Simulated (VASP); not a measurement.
# CsRe (P6/mmm) in VASP: further runs

Runs on CsRe. Level: PBE. Tasks: single point.

Program: VASP 6.6.1. These are calculated values, not measurements. Logs are shortened: lines on timing, memory, paths and dates and some standing lists are left out, and cuts for length are marked.

## 1. The cell of the first run

Symmetry: P6/mmm, No. 191, hexagonal system. The conventional cell has a = 3.614 Å, b = 3.614 Å, c = 5.516 Å, α = 90.00°, β = 90.00°, γ = 120.00°. Cs (site symmetry 6/mmm) has 2 Re at 2.76 Å and 6 Cs at 3.61 Å within 3.7 Å. Within 3.7 Å of Re (site symmetry 6/mmm) lie 2 Cs at 2.76 Å and 6 Re at 3.61 Å.

## 2. Single point, PBE (31.20 Å³/atom)

Contents of INCAR:

```
  PREC = Accurate
  ENCUT = 520
  EDIFF = 1E-6
  ISMEAR = -1
  SIGMA = 0.05
  LREAL = F
  LASPH = T
  NELM = 80
  ALGO = Fast
  ISIF = 2
  LWAVE = F
  LCHARG = T
  GGA = PE
  LELF = T
  LVHAR = T
  NBANDS = 15
```

Contents of KPOINTS:

```
Automatic mesh
0
Gamma
  8 8 5
```

Contents of POSCAR:

```
CsRe
1.0
    3.6140398991      0.0000000000      0.0000000000
   -1.8070199447      3.1298503614      0.0000000000
    0.0000000000      0.0000000000      5.5164830605
Cs Re
1 1
Direct
    0.0000000000      0.0000000000      0.5000000000
    0.0000000000      0.0000000000      0.0000000000
```

Potentials or basis: VASP PAW PBE potentials, release 64 (Cs_sv, Re).

Started as:

```
$ cat potpaw_PBE.64/Cs_sv/POTCAR potpaw_PBE.64/Re/POTCAR > POTCAR
$ mpirun -np 1 vasp_std > vasp.out
```

OUTCAR:

```text
PREC = Accurate
   ENCUT = 520
   EDIFF = 1E-6
   ISMEAR = -1
   LREAL = F
   LASPH = T
   NELM = 80
   ISIF = 2
   GGA = PE

 ion  position               nearest neighbor table
   1  0.000  0.000  0.500-   2 2.76   2 2.76
   2  0.000  0.000  0.000-   1 2.76   1 2.76

  LATTYP: Found a hexagonal cell.
 ALAT       =     3.6140398991
 C/A-ratio  =     1.5264034749

  Lattice vectors:

 A1 = (   3.6140398991,   0.0000000000,   0.0000000000)
 A2 = (  -1.8070199447,   3.1298503614,   0.0000000000)
 A3 = (   0.0000000000,   0.0000000000,   5.5164830605)

Analysis of symmetry for initial positions (statically):
=====================================================================
 Subroutine PRICEL returns:
 Original cell was already a primitive cell.

 Routine SETGRP: Setting up the symmetry group for a
 hexagonal supercell.

 Subroutine GETGRP returns: Found 24 space group operations
 (whereof 24 operations were pure point group operations)
 out of a pool of 24 trial point group operations.

The static configuration has the point symmetry D_6h.

Analysis of symmetry for dynamics (positions and initial velocities):
=====================================================================
 Subroutine PRICEL returns:
 Original cell was already a primitive cell.

 Routine SETGRP: Setting up the symmetry group for a
 hexagonal supercell.

 Subroutine GETGRP returns: Found 24 space group operations
 (whereof 24 operations were pure point group operations)
 out of a pool of 24 trial point group operations.

The dynamic configuration has the point symmetry D_6h.

 Subroutine INISYM returns: Found 24 space group operations
 (whereof 24 operations are pure point group operations),
 and found     1 'primitive' translations

----------------------------------------------------------------------------------------

                                     Primitive cell

  volume of cell :      62.3992

  direct lattice vectors                    reciprocal lattice vectors
     3.614039899  0.000000000  0.000000000     0.276698661  0.159752046  0.000000000
    -1.807019945  3.129850361  0.000000000     0.000000000  0.319504093  0.000000000
     0.000000000  0.000000000  5.516483060     0.000000000  0.000000000  0.181274915

  length of vectors
     3.614039899  3.614039895  5.516483060     0.319504092  0.319504093  0.181274915

  position of ions in fractional coordinates (direct lattice)
     0.000000000  0.000000000  0.500000000
     0.000000000  0.000000000  0.000000000

[... 87 lines left out ...]
   NELECT =      16.0000    total number of electrons
   NUPDOWN=      -1.0000    fix difference up-down
   EMIN   =  10.00;   EMAX   =-10.00  energy-range for DOS
   EFERMI =   0.00;   METHOD = LEGACY
   ISMEAR =    -1;   SIGMA  =   0.05  broadening in eV -4-tet -1-fermi 0-gaus
   EFERMI_NEDOS =   21; number of points for ismear=-14 and -15
   IALGO  =     68    algorithm
   IMIX   =      4    mixing-type and parameters
     AMIX     =   0.40;   BMIX     =  1.00
     AMIX_MAG =   1.60;   BMIX_MAG =  1.00
  volume/ion in A,a.u.               =      31.20       210.55
  Fermi-wavevector in a.u.,A,eV,Ry     =   1.040052  1.965414 14.717545  1.081709
  Thomas-Fermi vector in A             =   2.174611
   LORBIT       =      0    0 simple, 1 ext, 2 COOP (PROOUT), +10 PAW based schemes
   GGA     = PE    functional components
   LHFCALC =     F    Hartree Fock is set to
   AEXX    =    0.0000 exact exchange contribution
   IVDW    =     0    specifies the selected vdW correction
   LEPSILON=     F    determine dielectric tensor
   LRPA    =     F    only Hartree local field effects (RPA)
 non-spin polarized calculation
 RMM-DIIS sequential band-by-band and
  energy-cutoff  :      520.00
  volume of cell :       62.40
 maximum number of plane-waves:      1701
 NGX is ok and might be reduce to    28
   NGX = 13   NGY = 13   NGZ = 21

 number of electron      15.9999998 magnetization

 Free energy of the ion-electron system (eV)
  ---------------------------------------------------
  ext. energy  EPLUGINS =         0.00000000
  ---------------------------------------------------
  free energy    TOTEN  =        -7.08181661 eV

  energy without entropy =       -7.04759889  energy(sigma->0) =       -7.06470775

 E-fermi :   3.2011     XC(G=0):  -9.8217

 val. band max:        3.1632342654   @ k =   0.1250   0.0000   0.4000
 cond. band min:       3.2022159537   @ k =   0.2500   0.0000   0.2000
 fundamental gap:      0.0389816883
 Fermi energy:         3.2010555124

 k-point     1 :       0.0000    0.0000    0.0000
  band No.  band energies     occupation
      1     -19.8077      2.00000
      2      -6.8209      2.00000
      3      -4.9705      2.00000
      4      -4.9705      2.00000
      5      -0.7847      2.00000
      6       1.8819      2.00000
      7       2.9482      1.98735
      8       2.9482      1.98735
      9       3.2088      0.92238
     10       3.2088      0.92238
     11       5.4680      0.00000
     12       7.8932      0.00000
     13       8.3380      0.00000
     14       8.3380      0.00000
[... 401 lines left out ...]
      2      -7.4893      2.00000
      3      -7.0627      2.00000
      4      -5.6009      2.00000
      5       1.3538      2.00000
      6       2.2880      2.00000
      7       2.9175      1.99313
      8       3.4668      0.00979
      9       4.2392      0.00000
     10       4.8878      0.00000
     11       4.9109      0.00000
     12       6.5387      0.00000
     13       8.7508      0.00000
     14       9.0463      0.00000
     15      10.3558      0.00000

 [... further k-points ...]

------------------------ aborting loop because EDIFF is reached ----------------------------------------

  FORCE on cell =-STRESS in cart. coord.  units (eV):
  Direction    XX          YY          ZZ          XY          YZ          ZX
  --------------------------------------------------------------------------------------
  -------------------------------------------------------------------------------------
  Total       -5.1378916     -5.1378916      3.6726758     -0.0000000      0.0000000      0.0000000
  in kB     -131.9218440   -131.9218438     94.3005800     -0.0000002      0.0000000      0.0000000
  external PRESSURE =     -56.5143693 kB  Pullay stress =       0.0000000 kB

 VOLUME and BASIS-vectors are now :
 -----------------------------------------------------------------------------
  energy-cutoff  :      520.00
  volume of cell :       62.40
      direct lattice vectors                 reciprocal lattice vectors
     3.614039899  0.000000000  0.000000000     0.276698661  0.159752046  0.000000000
    -1.807019945  3.129850361  0.000000000     0.000000000  0.319504093  0.000000000
     0.000000000  0.000000000  5.516483060     0.000000000  0.000000000  0.181274915

 POSITION                                       TOTAL-FORCE (eV/Angst)
 -----------------------------------------------------------------------------------
      0.00000      0.00000      2.75824        -0.000000      0.000000      0.000000
      0.00000      0.00000      0.00000         0.000000      0.000000      0.000000
 -----------------------------------------------------------------------------------
    total drift:                               -0.000000     -0.000000      0.000000

  FREE ENERGIE OF THE ION-ELECTRON SYSTEM (eV)
  ---------------------------------------------------
  free  energy   TOTEN  =        -7.0818166097 eV

  energy  without entropy=       -7.0475988892  energy(sigma->0) =       -7.06470775
```

stdout:

```text
POSCAR found type information on POSCAR CsRe
 POSCAR found :  2 types and       2 ions
 scaLAPACK will be used
 LDA part: xc-table for (Slater+PW92), standard interpolation
 POSCAR, INCAR and KPOINTS ok, starting setup
 FFT: planning ... GRIDC
 FFT: planning ... GRID_SOFT
 FFT: planning ... GRID
 WAVECAR not read
 entering main loop
```

It took 57 s on 1 thread of Intel Xeon 8259CL, shared host; peak memory 0.19 GiB.

Results:

| Quantity | Value |
| --- | --- |
| Free energy | -7.0818 eV |
| Pressure | -5.7 GPa |
| Band gap on the k mesh | zero (bands 8 and 9 overlap by 1.17 eV) |

Stress tensor (GPa, compression positive):
```
-13.19   0.00   0.00
  0.00 -13.19   0.00
  0.00   0.00   9.43
```

Levels at points of the mesh, in eV from the Fermi level:
| k point | band 6 | band 7 | band 8 | band 9 | band 10 | band 11 |
| --- | --- | --- | --- | --- | --- | --- |
| (0.00, 0.00, 0.00) | -1.32 | -0.25 | -0.25 | 0.01 | 0.01 | 2.27 |
| (0.50, 0.00, 0.00) | -2.01 | -1.06 | -0.37 | 1.33 | 1.60 | 1.95 |

Caveat: the stress differs along the axes, from -13 to 9 GPa; spin-orbit coupling is left out, which moves the levels of the heavy elements.

## 3. Single point, PBE (31.86 Å³/atom)

This run uses another cell than the first one, of 31.86 Å³/atom.

Contents of INCAR:

```
PREC = Accurate ; ENCUT = 520
EDIFF = 1E-6 ; ISMEAR = -1
SIGMA = 0.05 ; LREAL = F
LASPH = T ; NELM = 100
ALGO = Normal ; ISIF = 2
LWAVE = F ; LCHARG = F
GGA = PE ; NBANDS = 15
```

KPOINTS is that of step 2.

Contents of POSCAR:

```
CsRe
1.0
    3.6394917229      0.0000000000      0.0000000000
   -1.8197458565      3.1518922874      0.0000000000
    0.0000000000      0.0000000000      5.5553328128
Cs Re
1 1
Direct
    0.0000000000      0.0000000000      0.5000000000
    0.0000000000      0.0000000000      0.0000000000
```

Potentials or basis: VASP PAW PBE potentials, release 64 (Cs_sv, Re).

Started as:

```
$ cat potpaw_PBE.64/Cs_sv/POTCAR potpaw_PBE.64/Re/POTCAR > POTCAR
$ mpirun -np 1 vasp_std > vasp.out
```

It took 47 s on 1 thread of Intel Xeon 8259CL, shared host; peak memory 0.19 GiB.

It converged, with:

```
Free energy            : -7.0332 eV
Pressure               : -6.1 GPa
Band gap on the k mesh : zero (bands 8 and 9 overlap by 1.13 eV)
```

Stress tensor (GPa, compression positive):
```
-13.05   0.00   0.00
  0.00 -13.05   0.00
  0.00   0.00   7.64
```

Levels at points of the mesh, in eV from the Fermi level:
| k point | band 4 | band 5 | band 6 | band 7 | band 8 | band 9 | band 10 | band 11 | band 12 | band 13 |
| --- | --- | --- | --- | --- | --- | --- | --- | --- | --- | --- |
| (0.00, 0.00, 0.00) | -8.23 | -3.94 | -1.29 | -0.24 | -0.24 | 0.01 | 0.01 | 2.18 | 4.60 | 5.09 |
| (0.50, 0.00, 0.00) | -8.87 | -1.99 | -1.96 | -1.05 | -0.36 | 1.28 | 1.59 | 1.94 | 2.52 | 5.17 |

Caveat: the stress differs along the axes, from -13 to 8 GPa; spin-orbit coupling is left out, which moves the levels of the heavy elements.

[end of part 1 of 2]

The gap in the log of VASP goes by the Fermi energy; the results here count the filled bands.